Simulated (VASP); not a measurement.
Wanted: the native input for a VASP 6.6.1 run.

```
Task                               : relaxation of cell and atoms
Functional                         : HSE06
Potentials or basis                : VASP PAW PBE potentials, release 64 (Al)
Cutoff                             : 600 eV
k mesh                             : 6 × 6 × 6
Occupations                        : fermi-dirac, width 0.05 eV
Spin                               : no spin polarisation
Dipole correction                  : no
Grid for exact exchange (PRECFOCK) : Normal
Further INCAR settings             : ALGO = Normal; EDIFF = 1e-06; IBRION = 2; EDIFFG = -0.01; NSW = 60; ISIF = 3
Share of exact exchange            : 0.25
Screening parameter                : 0.2079 1/Å
```

Crystal: Al.

```
Al
1.0
    -1.59122    1.59122    1.59122
     1.59122   -1.59122    1.59122
     1.59122    1.59122   -1.59122
Al
1
Direct
  0.00000 0.00000 0.00000
```

This isn't the form of Al at room conditions, which is fcc.

These files were run (other wordings do the same):

POSCAR

```
Al
1.0
   -1.5912186900      1.5912186900      1.5912186900
    1.5912186900     -1.5912186900      1.5912186900
    1.5912186900      1.5912186900     -1.5912186900
Al
1
Direct
    0.0000000000      0.0000000000      0.0000000000
```

INCAR.step1

```
PREC     = Accurate       # precision mode
ENCUT    = 600            # plane-wave cutoff, eV
EDIFF    = 1E-5           # SCF threshold, eV
ISMEAR   = -1             # smearing method
SIGMA    = 0.05           # smearing width, eV
LREAL    = F              # projectors in reciprocal space
LASPH    = T              # aspherical terms in the spheres
NELM     = 100            # most SCF steps
ALGO     = Normal         # electronic algorithm
LWAVE    = T              # write WAVECAR
LCHARG   = F              # write CHGCAR
GGA      = PE             # functional
NBANDS   = 8              # bands
```

INCAR.step2

```
PREC     = Accurate       # precision mode
ENCUT    = 600            # plane-wave cutoff, eV
EDIFF    = 1E-6           # SCF threshold, eV
ISMEAR   = -1             # smearing method
SIGMA    = 0.05           # smearing width, eV
LREAL    = F              # projectors in reciprocal space
LASPH    = T              # aspherical terms in the spheres
NELM     = 100            # most SCF steps
ALGO     = Normal         # electronic algorithm
ISIF     = 3              # what is computed and relaxed
LWAVE    = F              # write WAVECAR
LCHARG   = F              # write CHGCAR
GGA      = PE             # functional
LHFCALC  = T              # exact exchange
HFSCREEN = 0.2079         # screening, 1/A
PRECFOCK = Normal       
IBRION   = 2              # ionic algorithm
NSW      = 60             # ionic steps
EDIFFG   = -0.01          # ionic threshold
ISTART   = 1
```

KPOINTS

```
regular mesh
0
Gamma
  6 6 6
```

Potentials or basis: VASP PAW PBE potentials, release 64 (Al).

Launch:

```console
$ cat potpaw_PBE.64/Al/POTCAR > POTCAR
$ cp INCAR.step1 INCAR
$ mpirun -np 1 vasp_std > vasp.out
$ cp INCAR.step2 INCAR
$ mpirun -np 1 vasp_std > vasp.out
```

Results of the run:

* Relaxed volume: 16.83 Å³/atom
* Relaxed cell: a = 2.796 Å, b = 2.796 Å, c = 2.796 Å, α = 109.47°, β = 109.47°, γ = 109.47°
* Space group after relaxing (to 0.1 Å): Im-3m (No. 229)
* Energy gained by relaxing: 7.7 meV/atom
* Ionic steps: 3
* Pressure after relaxing: 0.0 GPa
* Band gap on the k mesh: zero (an odd number of electrons rules out a gap without spin polarisation)

Caveat: the k points lie up to 0.46 Å⁻¹ apart in the final cell, too coarse for converged energies and pressures of a metal; the PAW data sets were made with another functional, which shifts forces and pressure a little.

Wall time 8.1 min on 1 thread of Intel Xeon 8259CL, with other jobs on the host, peak memory 0.23 GiB.
